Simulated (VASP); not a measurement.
PbS:

```xyz
2
Lattice="2.1127 1.2197 3.4519 -2.1127 1.2197 3.4519 0.0000 -2.4395 3.4519" Properties=species:S:1:pos:R:3 pbc="T T T"
Pb    0.0000    0.0000   10.1545
S     0.0000    0.0000    4.9193
```

Base run:

- Program: VASP 6.6.1
- Functional: r2SCAN
- Potentials or basis: VASP PAW PBE potentials, release 64 (Pb_d, S)
- Cutoff: 520 eV
- k mesh: 8 × 8 × 8
- Occupations: fermi-dirac, width 0.05 eV
- Spin: no spin polarisation

Its results: band gap on the k mesh 0.72 eV; pressure 0.0 GPa; largest force 0.012 eV/Å.

The run is repeated on the same cell with these changes: functional from r2SCAN to PBEsol. What comes out?

Band gap on the k mesh 0.35 eV; pressure -2.1 GPa; largest force 0.008 eV/Å.

Caveats: the PAW data sets were made with another functional, which shifts forces and pressure a little; spin-orbit coupling is left out, which moves the levels of the heavy elements.

A k mesh can miss the band edges.
